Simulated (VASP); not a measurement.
# BN (Cm) in VASP: a series of runs

The runs below take BN through single point, with PBE.

All numbers are computed with VASP 6.6.1; they aren't measurements. Logs are shortened: lines on timing, memory, paths and dates and some standing lists are left out, and cuts for length are marked.

## 1. The cell of the first run

It takes space group Cm (No. 8, monoclinic). The conventional cell has a = 4.424 Å, b = 2.554 Å, c = 4.227 Å, α = 90.00°, β = 90.00°, γ = 90.00°. B (site symmetry m) has 3 N at 1.29 to 1.63 Å within 1.7 Å. Within 2.1 Å of B (site symmetry m) lie 4 N at 1.57 to 1.58 Å. Within 2.1 Å of N (site symmetry m) lie 4 B at 1.57 to 1.82 Å. Within 1.7 Å of N (site symmetry m) lie 4 B at 1.29 to 1.63 Å.

## 2. Single point, PBE (atom 1 (B) moved by (-0.225, +0.225) A along y and z)

INCAR reads:

```
PREC = Accurate ; ENCUT = 520
EDIFF = 1E-6 ; ISMEAR = 0
SIGMA = 0.05 ; LREAL = F
LASPH = T ; NELM = 60
ALGO = Normal ; ISIF = 2
LWAVE = F ; LCHARG = F
GGA = PE ; NBANDS = 16
```

KPOINTS reads:

```
regular mesh
0
Gamma
  12 12 6
```

POSCAR reads:

```
BN
1.0
    2.5539396017      0.0000000000      0.0000000000
   -1.2769698009      2.2117765748      0.0000000000
    0.0000000000      0.0000000000      4.2268550000
B N
2 2
Direct
    0.6158025779      0.2316051558      1.0529550666
    0.3333333333      0.6666666667      0.4997240000
    0.6666666667      0.3333333333      0.6252760000
    0.3333333333      0.6666666667      0.1252760000
```

Potentials or basis: VASP PAW PBE potentials, release 64 (B, N).

Run with:

```sh
$ cat potpaw_PBE.64/B/POTCAR potpaw_PBE.64/N/POTCAR > POTCAR
$ mpirun -np 1 vasp_std > vasp.out
```

OUTCAR:

```text
PREC = Accurate
   ENCUT = 520
   EDIFF = 1E-6
   ISMEAR = 0
   LREAL = F
   LASPH = T
   NELM = 60
   ISIF = 2
   GGA = PE

 ion  position               nearest neighbor table
   1  0.616  0.232  0.053-   4 1.29   4 1.63   4 1.63   3 1.82
   2  0.333  0.667  0.500-   3 1.57   3 1.57   3 1.57   4 1.58
   3  0.667  0.333  0.625-   2 1.57   2 1.57   2 1.57   1 1.82
   4  0.333  0.667  0.125-   1 1.29   2 1.58   1 1.63   1 1.63

  LATTYP: Found a hexagonal cell.
 ALAT       =     2.5539396017
 C/A-ratio  =     1.6550332659

  Lattice vectors:

 A1 = (   2.5539396017,   0.0000000000,   0.0000000000)
 A2 = (  -1.2769698009,   2.2117765748,   0.0000000000)
 A3 = (   0.0000000000,   0.0000000000,   4.2268550000)

Analysis of symmetry for initial positions (statically):
=====================================================================
 Subroutine PRICEL returns:
 Original cell was already a primitive cell.

 Routine SETGRP: Setting up the symmetry group for a
 hexagonal supercell.

 Subroutine GETGRP returns: Found  2 space group operations
 (whereof  2 operations were pure point group operations)
 out of a pool of 24 trial point group operations.

The static configuration has the point symmetry C_1h.

Analysis of symmetry for dynamics (positions and initial velocities):
=====================================================================
 Subroutine PRICEL returns:
 Original cell was already a primitive cell.

 Routine SETGRP: Setting up the symmetry group for a
 hexagonal supercell.

 Subroutine GETGRP returns: Found  2 space group operations
 (whereof  2 operations were pure point group operations)
 out of a pool of 24 trial point group operations.

The dynamic configuration has the point symmetry C_1h.

 Subroutine INISYM returns: Found  2 space group operations
 (whereof  2 operations are pure point group operations),
 and found     1 'primitive' translations

----------------------------------------------------------------------------------------

                                     Primitive cell

  volume of cell :      23.8764

  direct lattice vectors                    reciprocal lattice vectors
     2.553939602  0.000000000  0.000000000     0.391551938  0.226062617  0.000000000
    -1.276969801  2.211776575  0.000000000     0.000000000  0.452125233  0.000000000
     0.000000000  0.000000000  4.226855000     0.000000000  0.000000000  0.236582518

  length of vectors
     2.553939602  2.553939602  4.226855000     0.452125233  0.452125233  0.236582518

  position of ions in fractional coordinates (direct lattice)
     0.615802578  0.231605156  0.052955067
     0.333333333  0.666666667  0.499724000
     0.666666667  0.333333333  0.625276000
     0.333333333  0.666666667  0.125276000

  ion indices of the primitive-cell ions
   primitive index   ion index
                 1           1
                 2           2
                 3           3
                 4           4

----------------------------------------------------------------------------------------

 KPOINTS: regular mesh

Automatic generation of k-mesh.
 Grid dimensions read from file:
 generate k-points for:   12   12    6

 Generating k-lattice:

  Cartesian coordinates                     Fractional coordinates (reciprocal lattice)
     0.032629328  0.018838551  0.000000000     0.083333333  0.000000000  0.000000000
     0.000000000  0.037677103  0.000000000     0.000000000  0.083333333  0.000000000
     0.000000000  0.000000000  0.039430420     0.000000000  0.000000000  0.166666667

  Length of vectors
     0.037677103  0.037677103  0.039430420

  Shift w.r.t. Gamma in fractional coordinates (k-lattice)
     0.000000000  0.000000000  0.000000000

 Subroutine IBZKPT returns following result:
 ===========================================

 Found    242 irreducible k-points:

 Following reciprocal coordinates:
            Coordinates               Weight
  0.000000  0.000000  0.000000      1.000000
  0.083333  0.000000  0.000000      4.000000
  0.000000  0.083333  0.000000      2.000000
  0.166667  0.000000  0.000000      4.000000
  0.000000  0.166667  0.000000      2.000000
  0.250000  0.000000  0.000000      4.000000
[... 16 lines left out ...]
 -0.083333  0.416667  0.000000      4.000000
 -0.416667  0.333333  0.000000      4.000000
 [... further k-points ...]
   k-points           NKPTS =    242   k-points in BZ     NKDIM =    242   number of bands    NBANDS=     16
   number of dos      NEDOS =    301   number of ions     NIONS =      4
   total plane-waves  NPLWV =  12800
   dimension x,y,z NGX =    20 NGY =   20 NGZ =   32
   dimension x,y,z NGXF=    40 NGYF=   40 NGZF=   64
   ions per type =               2   2
   NGX,Y,Z   is equivalent  to a cutoff of  13.02, 13.02, 12.59 a.u.
   NGXF,Y,Z  is equivalent  to a cutoff of  26.04, 26.04, 25.17 a.u.
 SYSTEM =  unknown system
   PREC   = accura    normal or accurate (medium, high low for compatibility)
   ISTART =      0    job   : 0-new  1-cont  2-samecut
   ICHARG =      2    charge: 1-file 2-atom 10-const
   ISPIN  =      1    spin polarized calculation?
   LNONCOLLINEAR =      F non collinear calculations
   LSORBIT =      F    spin-orbit coupling
   LASPH  =      T    aspherical Exc in radial PAW
   ENCUT  =  520.0 eV  38.22 Ry    6.18 a.u.   4.75  4.75  7.86*2*pi/ulx,y,z
   NELM   =     60;   NELMIN=  2; NELMDL= -5     # of ELM steps
   EDIFF  = 0.1E-05   stopping-criterion for ELM
   LREAL  =      F    real-space projection
   EDIFFG = 0.1E-04   stopping-criterion for IOM
   NSW    =      0    number of steps for IOM
   IBRION =     -1    ionic relax: 0-MD 1-quasi-New 2-CG
   NFREE  =      0    steps in history (QN), initial steepest desc. (CG)
   ISIF   =      2    stress and relaxation
   ISYM   =      2    0-nonsym 1-usesym 2-fastsym
   POTIM  = 0.5000    time-step for ionic-motion
   TEBEG  =    0.0;   TEEND  =   0.0 temperature during run
   PSTRESS=    0.0 pullay stress
   NELECT =      16.0000    total number of electrons
   NUPDOWN=      -1.0000    fix difference up-down
   EMIN   =  10.00;   EMAX   =-10.00  energy-range for DOS
   EFERMI =   0.00;   METHOD = LEGACY
   ISMEAR =     0;   SIGMA  =   0.05  broadening in eV -4-tet -1-fermi 0-gaus
   EFERMI_NEDOS =   21; number of points for ismear=-14 and -15
   IALGO  =     38    algorithm
   IMIX   =      4    mixing-type and parameters
     AMIX     =   0.40;   BMIX     =  1.00
     AMIX_MAG =   1.60;   BMIX_MAG =  1.00
  volume/ion in A,a.u.               =       5.97        40.28
  Fermi-wavevector in a.u.,A,eV,Ry     =   1.432600  2.707222 27.923836  2.052344
  Thomas-Fermi vector in A             =   2.552210
   LORBIT       =      0    0 simple, 1 ext, 2 COOP (PROOUT), +10 PAW based schemes
   GGA     = PE    functional components
   LHFCALC =     F    Hartree Fock is set to
   AEXX    =    0.0000 exact exchange contribution
   IVDW    =     0    specifies the selected vdW correction
   LEPSILON=     F    determine dielectric tensor
   LRPA    =     F    only Hartree local field effects (RPA)
 non-spin polarized calculation
 Gauss-broadening in eV      SIGMA  =   0.05
  energy-cutoff  :      520.00
  volume of cell :       23.88
 maximum number of plane-waves:       660
   NGX =  9   NGY =  9   NGZ = 15

 number of electron      16.0000000 magnetization

 Free energy of the ion-electron system (eV)
  ---------------------------------------------------
  ext. energy  EPLUGINS =         0.00000000
  ---------------------------------------------------
  free energy    TOTEN  =       -33.07300741 eV

  energy without entropy =      -33.07300741  energy(sigma->0) =      -33.07300741

 E-fermi :   8.3277     XC(G=0): -12.7417

 val. band max:        8.0948632698   @ k =   0.0000   0.0000   0.0000
 cond. band min:      12.3046321415   @ k =   0.0000   0.5000   0.5000
 fundamental gap:      4.2097688717
 Fermi energy:         8.3277143034

 k-point     1 :       0.0000    0.0000    0.0000
  band No.  band energies     occupation
      1     -13.2629      2.00000
      2      -8.6822      2.00000
      3      -3.2696      2.00000
      4       2.6067      2.00000
      5       5.8953      2.00000
      6       7.1779      2.00000
[... 8 lines left out ...]
     15      21.5684      0.00000
     16      22.8737      0.00000

 k-point     2 :       0.0833    0.0000    0.0000
  band No.  band energies     occupation
      1     -13.1191      2.00000
      2      -8.5707      2.00000
      3      -3.1161      2.00000
      4       2.3387      2.00000
      5       5.2451      2.00000
      6       6.8155      2.00000
[... 8 lines left out ...]
     15      21.8947      0.00000
     16      22.7794      0.00000

 k-point     3 :       0.0000    0.0833    0.0000
  band No.  band energies     occupation
      1     -13.1226      2.00000
      2      -8.5748      2.00000
      3      -3.1128      2.00000
      4       2.1893      2.00000
      5       5.4783      2.00000
      6       6.5688      2.00000
[... 8 lines left out ...]
     15      21.4041      0.00000
     16      22.6912      0.00000

 k-point     4 :       0.1667    0.0000    0.0000
  band No.  band energies     occupation
      1     -12.6939      2.00000
      2      -8.2510      2.00000
      3      -2.6630      2.00000
      4       1.5433      2.00000
      5       3.8348      2.00000
      6       5.6092      2.00000
[... 8 lines left out ...]
     15      22.1792      0.00000
     16      23.1088      0.00000
[... 324 lines left out ...]
 k-point    22 :       0.3333    0.0833    0.0000
  band No.  band energies     occupation
      1     -10.5759      2.00000
      2      -7.1339      2.00000
      3      -1.7617      2.00000
      4      -0.3927      2.00000
      5       0.6910      2.00000
      6       1.9529      2.00000
[... 8 lines left out ...]
     15      22.6497      0.00000
     16      24.7563      0.00000

 k-point    23 :      -0.0833    0.4167    0.0000
  band No.  band energies     occupation
      1     -10.6224      2.00000
      2      -7.2717      2.00000
      3      -2.0765      2.00000
      4      -0.1887      2.00000
      5       0.8013      2.00000
      6       2.2377      2.00000
[... 8 lines left out ...]
     15      22.9888      0.00000
     16      23.7149      0.00000

 k-point    24 :      -0.4167    0.3333    0.0000
  band No.  band energies     occupation
      1     -10.5589      2.00000
      2      -7.0991      2.00000
      3      -1.7648      2.00000
      4      -0.4171      2.00000
      5       0.7578      2.00000
      6       1.8971      2.00000
[... 8 lines left out ...]
     15      22.4928      0.00000
     16      24.7122      0.00000

 [... further k-points ...]
[... 5 lines left out ...]
  --------------------------------------------------------------------------------------
  -------------------------------------------------------------------------------------
  Total        0.1639577      7.0841650      2.1167532     -0.0000000     -1.5020431      0.0000000
  in kB       11.0020373    475.3680888    142.0402974     -0.0000000   -100.7914648      0.0000000
  external PRESSURE =     209.4701412 kB  Pullay stress =       0.0000000 kB

 VOLUME and BASIS-vectors are now :
 -----------------------------------------------------------------------------
  energy-cutoff  :      520.00
  volume of cell :       23.88
      direct lattice vectors                 reciprocal lattice vectors
     2.553939602  0.000000000  0.000000000     0.391551938  0.226062617  0.000000000
    -1.276969801  2.211776575  0.000000000     0.000000000  0.452125233  0.000000000
     0.000000000  0.000000000  4.226855000     0.000000000  0.000000000  0.236582518

 POSITION                                       TOTAL-FORCE (eV/Angst)
 -----------------------------------------------------------------------------------
      1.27697      0.51226      0.22383        -0.000000     10.811356     -6.386621
     -0.00000      1.47452      2.11226         0.000000     -0.055693      2.566760
      1.27697      0.73726      2.64295         0.000000     -0.693326      0.021515
     -0.00000      1.47452      0.52952         0.000000    -10.062337      3.798346
 -----------------------------------------------------------------------------------
    total drift:                               -0.000000     -0.000047      0.000091

  FREE ENERGIE OF THE ION-ELECTRON SYSTEM (eV)
  ---------------------------------------------------
  free  energy   TOTEN  =       -33.0730074095 eV

  energy  without entropy=      -33.0730074095  energy(sigma->0) =      -33.07300741
```

Run time: 30 s. Hardware: 1 thread of AMD EPYC 9R45 (Zen 5), shared host; peak memory 0.16 GiB.

Results:

| Property | Result |
| --- | --- |
| Free energy | -33.0730 eV |
| Pressure | 20.9 GPa |
| Largest force | 12.557 eV/Å |
| Band gap on the k mesh | 4.21 eV, indirect (least direct gap 6.03 eV) |

Forces on the atoms (eV/Å):
```
B     0.000  10.811  -6.387
B     0.000  -0.056   2.567
N     0.000  -0.693   0.022
N     0.000 -10.062   3.798
```

Stress tensor (GPa, compression positive):
```
  1.10   0.00   0.00
  0.00  47.54 -10.08
  0.00 -10.08  14.20
```

Levels at points of the mesh, in eV from the valence-band top:
| k point | band 4 | band 5 | band 6 | band 7 | band 8 | band 9 | band 10 | band 11 | band 12 | band 13 |
| --- | --- | --- | --- | --- | --- | --- | --- | --- | --- | --- |
| (0.00, 0.00, 0.00) | -5.49 | -2.20 | -0.92 | -0.35 | 0.00 | 6.03 | 7.10 | 7.46 | 9.31 | 10.08 |
| (0.50, 0.00, 0.00) | -8.34 | -7.61 | -6.45 | -3.89 | -3.01 | 4.62 | 7.10 | 9.67 | 10.88 | 12.20 |
| (0.00, 0.50, 0.00) | -8.67 | -6.95 | -5.83 | -4.85 | -2.81 | 6.14 | 7.18 | 10.01 | 11.22 | 11.81 |
| (0.00, 0.00, 0.50) | -5.90 | -4.34 | -1.74 | -1.12 | -0.90 | 6.17 | 7.26 | 9.00 | 9.56 | 9.60 |
| (0.50, 0.00, 0.50) | -10.01 | -6.47 | -4.49 | -3.68 | -2.57 | 4.30 | 5.83 | 8.06 | 9.11 | 13.47 |
| (0.00, 0.50, 0.50) | -10.08 | -5.31 | -4.46 | -3.66 | -2.73 | 4.21 | 6.00 | 8.37 | 9.77 | 13.69 |

Caveat: the cell differs from its parent crystal (atom 1 (B) moved by (-0.225, +0.225) A along y and z); forces of over 1 eV/Å act on the atoms, so gaps and moduli don't describe the material at rest. A k mesh can miss the band edges.

## 3. Single point, PBE (atom 1 (B) moved by (+0.225, -0.225) A along y and z)

INCAR reads:

```
SYSTEM = BN
  PREC = Accurate
  ENCUT = 520
  EDIFF = 1E-6
  ISMEAR = 0
  SIGMA = 0.05
  LREAL = .False.
  LASPH = .True.
  NELM = 100
  ALGO = Normal
  ISIF = 2
  LWAVE = .False.
  LCHARG = .False.
  GGA = PE
  NBANDS = 16
```

KPOINTS reads:

```
regular mesh
0
Gamma
  12 12 6
  0 0 0
```

POSCAR, as its differences from that of step 2:

```diff
@@ -8,3 +8,3 @@
 Direct
-    0.6158025779      0.2316051558      1.0529550666
+    0.7175307554      0.4350615108      0.9464929334
     0.3333333333      0.6666666667      0.4997240000
```

Potentials or basis: VASP PAW PBE potentials, release 64 (B, N).

Run with:

```sh
$ cat potpaw_PBE.64/B/POTCAR potpaw_PBE.64/N/POTCAR > POTCAR
$ mpirun -np 1 vasp_std > vasp.out
```

Wall time 33 s (1 thread of AMD EPYC 9R45 (Zen 5), shared host); peak memory 0.15 GiB.

Results (log left out):

```
Free energy            : -33.4957 eV
Pressure               : 12.0 GPa
Largest force          : 9.841 eV/Å
Band gap on the k mesh : 1.82 eV, indirect (least direct gap 5.17 eV)
```

Forces in eV/Å, atoms in the order of the input:
```
B    0.000 -1.709  9.692
B    0.000 -0.023 -2.804
N    0.000  0.638 -4.300
N    0.000  1.095 -2.587
```

Stress tensor (GPa, compression positive):
```
 1.50  0.00  0.00
 0.00 16.69 -0.22
 0.00 -0.22 17.71
```

Levels at points of the mesh, in eV from the valence-band top:
```csv
k point,band 5,band 6,band 7,band 8,band 9,band 10,band 11,band 12
"(0.00, 0.00, 0.00)",-4.48,-3.53,-1.82,0.00,5.17,6.40,6.90,7.69
"(0.50, 0.00, 0.00)",-9.16,-7.18,-7.14,-2.33,3.58,5.13,7.55,9.48
"(0.00, 0.50, 0.00)",-8.14,-7.44,-6.72,-3.40,4.36,4.47,7.15,8.50
"(0.00, 0.00, 0.50)",-4.42,-4.29,-2.60,-0.30,5.19,6.63,7.17,8.26
"(0.50, 0.00, 0.50)",-7.13,-6.62,-5.46,-3.17,3.60,3.98,7.18,9.36
"(0.00, 0.50, 0.50)",-6.89,-6.42,-5.12,-4.55,3.96,4.23,7.33,8.71
```

Caveat: the cell differs from its parent crystal (atom 1 (B) moved by (+0.225, -0.225) A along y and z); forces of over 1 eV/Å act on the atoms, so gaps and moduli don't describe the material at rest. A k mesh can miss the band edges.

(Part 1 of 2 ends here.)
